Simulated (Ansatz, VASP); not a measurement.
# Two plane-wave programs on HfO2

Contents of INCAR:

```
SYSTEM = HfO2
PREC = Accurate ; ENCUT = 520
EDIFF = 1E-6 ; ISMEAR = 0
SIGMA = 0.05 ; LREAL = .False.
LASPH = .True. ; NELM = 80
ALGO = Normal ; ISIF = 2
LWAVE = .False. ; LCHARG = .False.
GGA = PE ; NBANDS = 43
```

File KPOINTS:

```
Automatic mesh
0
Gamma
  7 7 3
  0 0 0
```

File POSCAR:

```
HfO2
1.0
    2.5488057606     -2.5488057606      0.0000000000
    2.5488057606      0.0000000000     -2.5488057606
    5.0110089808      5.0110089808      5.0110089808
Hf O
3 6
Direct
    0.0000000000      0.0000000000      0.8477523344
    0.3333333333      0.3333333333      0.5086581825
    0.6666666667      0.6666666667      0.1695640306
    0.6666666667      0.6666666667      0.4238846446
    1.0000000000      0.0000000000      0.0847904927
    0.3333333333      0.3333333333      0.7629787964
    0.6666666667      0.6666666667      0.9325258724
    1.0000000000      1.0000000000      0.5934317205
    0.3333333333      0.3333333333      0.2543375686
```

Input for Ansatz:

```yaml
crystal:
  lattice:
    - [2.5488057606, -2.5488057606, 0.0]
    - [2.5488057606, 0.0, -2.5488057606]
    - [5.0110089808, 5.0110089808, 5.0110089808]
  atoms:
    - { symbol: Hf, position: [0.0, 0.0, 0.8477523344] }
    - { symbol: Hf, position: [0.3333333333, 0.3333333333, 0.5086581825] }
    - { symbol: Hf, position: [0.6666666667, 0.6666666667, 0.1695640306] }
    - { symbol: O, position: [0.6666666667, 0.6666666667, 0.4238846446] }
    - { symbol: O, position: [1.0, 0.0, 0.0847904927] }
    - { symbol: O, position: [0.3333333333, 0.3333333333, 0.7629787964] }
    - { symbol: O, position: [0.6666666667, 0.6666666667, 0.9325258724] }
    - { symbol: O, position: [1.0, 1.0, 0.5934317205] }
    - { symbol: O, position: [0.3333333333, 0.3333333333, 0.2543375686] }
basis:
  ecutwfc: 420
kpoints:
  mp_grid: { grid: [7, 7, 3] }
hamiltonian:
  xc: pbe
scf:
  occupations: { method: gaussian, width: 0.05 }
output:
  forces: true
  stress: true
  eigenvalues: true
```

Alike in both runs: task single point; functional PBE; k mesh 7 × 7 × 3; occupations gaussian, width 0.05 eV; no spin polarisation.

|  | VASP | Ansatz |
| --- | --- | --- |
| version | VASP 6.6.1 | Ansatz 0.2.0 |
| potentials or method | VASP PAW PBE potentials, release 64 (Hf_pv, O), cutoff 520 eV | scalar-relativistic, plane waves, PAW |
| valence electrons in the cell | 66 | 114 |

Ansatz gave:

```
gap on the k mesh at the Fermi level (eV)                     : 3.99
least direct gap on the mesh (eV)                             : 4.07
pressure (GPa)                                                : 5.4
traceless stress, the component that is largest in VASP (GPa) : 2.36
rms of the force components (eV/Å)                            : 0.468
```

Question: Which values does VASP return?

Answer: gap on the k mesh at the Fermi level (eV): 4.00; least direct gap on the mesh (eV): 4.09; pressure (GPa): 1.6; traceless stress, the component that is largest in VASP (GPa): 2.27; rms of the force components (eV/Å): 0.452.

Atom by atom the forces differ by 0.017 eV/Å (rms over components). VASP's potentials hold 66 valence electrons a cell and Ansatz's 114, so a difference there can come from the potentials and not from the codes.

Neither program's run includes spin-orbit coupling.
